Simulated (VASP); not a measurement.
# MoPd (P-6m2) in VASP: a series of runs, part 2 of 3

VASP 6.6.1.

## Step 3: Single point, LDA

This run uses another cell than the first one, of 15.85 Å³/atom, 1.027 times its volume.

INCAR

```
SYSTEM = MoPd
PREC = Accurate
ENCUT = 520
EDIFF = 1E-7
ISMEAR = 1
SIGMA = 0.1
LREAL = .FALSE.
LASPH = .TRUE.
NELM = 100
ALGO = Normal
ISIF = 2
LWAVE = .FALSE.
LCHARG = .FALSE.
NBANDS = 19
```

KPOINTS

```
Automatic mesh
0
G
  9 9 5
  0 0 0
```

POSCAR

```
MoPd
1.0
    2.8185130922      0.0000000000      0.0000000000
   -1.4092565461      2.4409040280      0.0000000000
    0.0000000000      0.0000000000      4.6066054167
Mo Pd
1 1
Direct
    0.6666666667      0.3333333333      0.5000000000
    0.3333333333      0.6666666667      0.0000000000
```

Potentials or basis: VASP PAW LDA potentials, release 64 (Mo_sv, Pd).

Started as:

```console
$ cat potpaw_LDA.64/Mo_sv/POTCAR potpaw_LDA.64/Pd/POTCAR > POTCAR
$ mpirun -np 1 vasp_std > vasp.out
```

OUTCAR:

```text
SYSTEM = MoPd
   PREC = Accurate
   ENCUT = 520
   EDIFF = 1E-7
   ISMEAR = 1
   LREAL = .FALSE.
   LASPH = .TRUE.
   NELM = 100
   ISIF = 2

 ion  position               nearest neighbor table
   1  0.667  0.333  0.500-   2 2.82   2 2.82   2 2.82   2 2.82   2 2.82   2 2.82
   2  0.333  0.667  0.000-   1 2.82   1 2.82   1 2.82   1 2.82   1 2.82   1 2.82

  LATTYP: Found a hexagonal cell.
 ALAT       =     2.8185130922
 C/A-ratio  =     1.6344097991

  Lattice vectors:

 A1 = (   2.8185130922,   0.0000000000,   0.0000000000)
 A2 = (  -1.4092565461,   2.4409040280,   0.0000000000)
 A3 = (   0.0000000000,   0.0000000000,   4.6066054167)

Analysis of symmetry for initial positions (statically):
=====================================================================
 Subroutine PRICEL returns:
 Original cell was already a primitive cell.

 Routine SETGRP: Setting up the symmetry group for a
 hexagonal supercell.

 Subroutine GETGRP returns: Found 12 space group operations
 (whereof 12 operations were pure point group operations)
 out of a pool of 24 trial point group operations.

The static configuration has the point symmetry D_3h.

Analysis of symmetry for dynamics (positions and initial velocities):
=====================================================================
 Subroutine PRICEL returns:
 Original cell was already a primitive cell.

 Routine SETGRP: Setting up the symmetry group for a
 hexagonal supercell.

 Subroutine GETGRP returns: Found 12 space group operations
 (whereof 12 operations were pure point group operations)
 out of a pool of 24 trial point group operations.

The dynamic configuration has the point symmetry D_3h.

 Subroutine INISYM returns: Found 12 space group operations
 (whereof 12 operations are pure point group operations),
 and found     1 'primitive' translations

----------------------------------------------------------------------------------------

                                     Primitive cell

  volume of cell :      31.6922

  direct lattice vectors                    reciprocal lattice vectors
     2.818513092  0.000000000  0.000000000     0.354797004  0.204842138  0.000000000
    -1.409256546  2.440904028  0.000000000     0.000000000  0.409684276  0.000000000
     0.000000000  0.000000000  4.606605417     0.000000000  0.000000000  0.217079587

  length of vectors
     2.818513092  2.818513169  4.606605417     0.409684287  0.409684276  0.217079587

  position of ions in fractional coordinates (direct lattice)
     0.666666667  0.333333333  0.500000000
     0.333333333  0.666666667  0.000000000

  ion indices of the primitive-cell ions
   primitive index   ion index
                 1           1
                 2           2

----------------------------------------------------------------------------------------

 KPOINTS: Automatic mesh

Automatic generation of k-mesh.
 Grid dimensions read from file:
 generate k-points for:    9    9    5

 Generating k-lattice:

  Cartesian coordinates                     Fractional coordinates (reciprocal lattice)
     0.039421889  0.022760238  0.000000000     0.111111111  0.000000000  0.000000000
     0.000000000  0.045520475  0.000000000     0.000000000  0.111111111  0.000000000
     0.000000000  0.000000000  0.043415917     0.000000000  0.000000000  0.200000000

  Length of vectors
     0.045520476  0.045520475  0.043415917

  Shift w.r.t. Gamma in fractional coordinates (k-lattice)
     0.000000000  0.000000000  0.000000000

 Subroutine IBZKPT returns following result:
 ===========================================

 Found     36 irreducible k-points:

 Following reciprocal coordinates:
            Coordinates               Weight
  0.000000  0.000000  0.000000      1.000000
  0.111111  0.000000  0.000000      6.000000
  0.222222  0.000000  0.000000      6.000000
  0.333333  0.000000  0.000000      6.000000
  0.444444  0.000000  0.000000      6.000000
  0.111111  0.111111  0.000000      6.000000
[... 16 lines left out ...]
  0.333333  0.222222  0.200000     24.000000
  0.333333  0.333333  0.200000      4.000000
 [... further k-points ...]
   k-points           NKPTS =     36   k-points in BZ     NKDIM =     36   number of bands    NBANDS=     19
   number of dos      NEDOS =    301   number of ions     NIONS =      2
   total plane-waves  NPLWV =  20736
   dimension x,y,z NGX =    24 NGY =   24 NGZ =   36
   dimension x,y,z NGXF=    48 NGYF=   48 NGZF=   72
   ions per type =               1   1
   NGX,Y,Z   is equivalent  to a cutoff of  14.16, 14.16, 12.99 a.u.
   NGXF,Y,Z  is equivalent  to a cutoff of  28.31, 28.31, 25.98 a.u.
 SYSTEM =  MoPd
   PREC   = accura    normal or accurate (medium, high low for compatibility)
   ISTART =      0    job   : 0-new  1-cont  2-samecut
   ICHARG =      2    charge: 1-file 2-atom 10-const
   ISPIN  =      1    spin polarized calculation?
   LNONCOLLINEAR =      F non collinear calculations
   LSORBIT =      F    spin-orbit coupling
   LASPH  =      T    aspherical Exc in radial PAW
   ENCUT  =  520.0 eV  38.22 Ry    6.18 a.u.   5.24  5.24  8.57*2*pi/ulx,y,z
   NELM   =    100;   NELMIN=  2; NELMDL= -5     # of ELM steps
   EDIFF  = 0.1E-06   stopping-criterion for ELM
   LREAL  =      F    real-space projection
   EDIFFG = 0.1E-05   stopping-criterion for IOM
   NSW    =      0    number of steps for IOM
   IBRION =     -1    ionic relax: 0-MD 1-quasi-New 2-CG
   NFREE  =      0    steps in history (QN), initial steepest desc. (CG)
   ISIF   =      2    stress and relaxation
   ISYM   =      2    0-nonsym 1-usesym 2-fastsym
   POTIM  = 0.5000    time-step for ionic-motion
   TEBEG  =    0.0;   TEEND  =   0.0 temperature during run
   PSTRESS=    0.0 pullay stress
   NELECT =      24.0000    total number of electrons
   NUPDOWN=      -1.0000    fix difference up-down
   EMIN   =  10.00;   EMAX   =-10.00  energy-range for DOS
   EFERMI =   0.00;   METHOD = LEGACY
   ISMEAR =     1;   SIGMA  =   0.10  broadening in eV -4-tet -1-fermi 0-gaus
   EFERMI_NEDOS =   21; number of points for ismear=-14 and -15
   IALGO  =     38    algorithm
   IMIX   =      4    mixing-type and parameters
     AMIX     =   0.40;   BMIX     =  1.00
     AMIX_MAG =   1.60;   BMIX_MAG =  1.00
  volume/ion in A,a.u.               =      15.85       106.93
  Fermi-wavevector in a.u.,A,eV,Ry     =   1.492203  2.819855 30.295693  2.226671
  Thomas-Fermi vector in A             =   2.604761
   LORBIT       =      0    0 simple, 1 ext, 2 COOP (PROOUT), +10 PAW based schemes
   GGA     = CA    functional components
   LHFCALC =     F    Hartree Fock is set to
   AEXX    =    0.0000 exact exchange contribution
   IVDW    =     0    specifies the selected vdW correction
   LEPSILON=     F    determine dielectric tensor
   LRPA    =     F    only Hartree local field effects (RPA)
 non-spin polarized calculation
 Methfessel and Paxton  Order N= 1 SIGMA  =   0.10
  energy-cutoff  :      520.00
  volume of cell :       31.69
 maximum number of plane-waves:       862
 NGX is ok and might be reduce to    24
   NGX = 11   NGY = 11   NGZ = 17

 number of electron      24.0000003 magnetization

 Free energy of the ion-electron system (eV)
  ---------------------------------------------------
  ext. energy  EPLUGINS =         0.00000000
  ---------------------------------------------------
  free energy    TOTEN  =       -18.43717633 eV

  energy without entropy =      -18.43604077  energy(sigma->0) =      -18.43679781

 E-fermi :  10.5258     XC(G=0): -13.3236

 val. band max:       10.5186702096   @ k =   0.0000   0.0000   0.4000
 cond. band min:      10.5273937616   @ k =   0.3333   0.0000   0.4000
 fundamental gap:      0.0087235520
 Fermi energy:        10.5258074664

 k-point     1 :       0.0000    0.0000    0.0000
  band No.  band energies     occupation
      1     -50.1242      2.00000
      2     -24.4590      2.00000
      3     -23.7537      2.00000
      4     -23.7537      2.00000
      5       3.3501      2.00000
      6       5.2230      2.00000
[... 11 lines left out ...]
     18      24.6204      0.00000
     19      26.9413      0.00000

 k-point     2 :       0.1111    0.0000    0.0000
  band No.  band energies     occupation
      1     -50.1061      2.00000
      2     -24.4416      2.00000
      3     -23.8794      2.00000
      4     -23.7824      2.00000
      5       3.7473      2.00000
      6       5.4965      2.00000
[... 476 lines left out ...]
 k-point    24 :       0.3333    0.3333    0.2000
  band No.  band energies     occupation
      1     -49.9471      2.00000
      2     -24.4772      2.00000
      3     -24.4706      2.00000
      4     -24.2882      2.00000
      5       6.0514      2.00000
      6       6.5311      2.00000
[... 11 lines left out ...]
     18      21.9814      0.00000
     19      22.8166      0.00000

 [... further k-points ...]
[... 5 lines left out ...]
  --------------------------------------------------------------------------------------
  -------------------------------------------------------------------------------------
  Total       -3.9185856     -3.9185859     -3.7571151      0.0000000      0.0000000      0.0000000
  in kB     -198.1016745   -198.1016890   -189.9386331      0.0000000      0.0000000      0.0000000
  external PRESSURE =    -195.3806655 kB  Pullay stress =       0.0000000 kB

 VOLUME and BASIS-vectors are now :
 -----------------------------------------------------------------------------
  energy-cutoff  :      520.00
  volume of cell :       31.69
      direct lattice vectors                 reciprocal lattice vectors
     2.818513092  0.000000000  0.000000000     0.354797004  0.204842138  0.000000000
    -1.409256546  2.440904028  0.000000000     0.000000000  0.409684276  0.000000000
     0.000000000  0.000000000  4.606605417     0.000000000  0.000000000  0.217079587

 POSITION                                       TOTAL-FORCE (eV/Angst)
 -----------------------------------------------------------------------------------
      1.40926      0.81363      2.30330         0.000000      0.000000      0.000000
     -0.00000      1.62727      0.00000        -0.000000     -0.000000      0.000000
 -----------------------------------------------------------------------------------
    total drift:                               -0.000000      0.000000      0.000000

  FREE ENERGIE OF THE ION-ELECTRON SYSTEM (eV)
  ---------------------------------------------------
  free  energy   TOTEN  =       -18.4371763259 eV

  energy  without entropy=      -18.4360407731  energy(sigma->0) =      -18.43679781
```

stdout:

```text
POSCAR found type information on POSCAR MoPd
 POSCAR found :  2 types and       2 ions
 scaLAPACK will be used
 LDA part: xc-table for (Slater(with rela. corr.)+CA(PZ))
 , standard interpolation
 POSCAR, INCAR and KPOINTS ok, starting setup
 FFT: planning ... GRIDC
 FFT: planning ... GRID_SOFT
 FFT: planning ... GRID
 WAVECAR not read
 entering main loop
```

Wall time 9.8 s (1 thread of Intel Xeon Platinum 8488C (Sapphire Rapids), shared host); peak memory 0.15 GiB.

Results:

```yaml
Free_energy: -18.4372 eV
Pressure: -19.5 GPa
Band_gap_on_the_k_mesh: zero (band 12 reaches 11.63 eV, above the bottom of band 13 at 9.84 eV)
```

Levels at points of the mesh, in eV from the Fermi level:
| k point | band 8 | band 9 | band 10 | band 11 | band 12 | band 13 | band 14 | band 15 | band 16 | band 17 |
| --- | --- | --- | --- | --- | --- | --- | --- | --- | --- | --- |
| (0.00, 0.00, 0.00) | -2.93 | -2.27 | -2.02 | -2.02 | -0.45 | -0.45 | 0.85 | 2.24 | 2.24 | 8.48 |

## Step 4: Single point, LDA

This run uses another cell than the first one, of 16.26 Å³/atom, 1.053 times its volume.

INCAR

```
PREC = Accurate
ENCUT = 520
EDIFF = 1E-6
ISMEAR = 1
SIGMA = 0.1
LREAL = False
LASPH = True
NELM = 80
ALGO = Normal
ISIF = 2
LWAVE = False
LCHARG = False
NBANDS = 19
```

KPOINTS

```
regular mesh
0
Gamma
  9 9 5
```

POSCAR

```
MoPd
1.0
    2.8427075210      0.0000000000      0.0000000000
   -1.4213537605      2.4618570188      0.0000000000
    0.0000000000      0.0000000000      4.6461490283
Mo Pd
1 1
Direct
    0.6666666667      0.3333333333      0.5000000000
    0.3333333333      0.6666666667      0.0000000000
```

Started as:

```console
$ cat potpaw_LDA.64/Mo_sv/POTCAR potpaw_LDA.64/Pd/POTCAR > POTCAR
$ mpirun -np 1 vasp_std > vasp.out
```

Wall time 9.9 s (1 thread of Intel Xeon Platinum 8488C (Sapphire Rapids), shared host); peak memory 0.15 GiB.

Results (log left out):

| Property | Result |
| --- | --- |
| Free energy | -18.3266 eV |
| Pressure | -23.6 GPa |
| Band gap on the k mesh | zero (band 12 reaches 11.20 eV, above the bottom of band 13 at 9.47 eV) |

Stress tensor (GPa, compression positive):
```
-23.83   0.00   0.00
  0.00 -23.83   0.00
  0.00   0.00 -23.03
```

Levels at points of the mesh, in eV from the Fermi level:
```csv
k point,band 10,band 11,band 12,band 13,band 14,band 15
"(0.00, 0.00, 0.00)",-1.96,-1.96,-0.43,-0.43,0.85,2.17
```

(Part 2 of 3 ends here.)
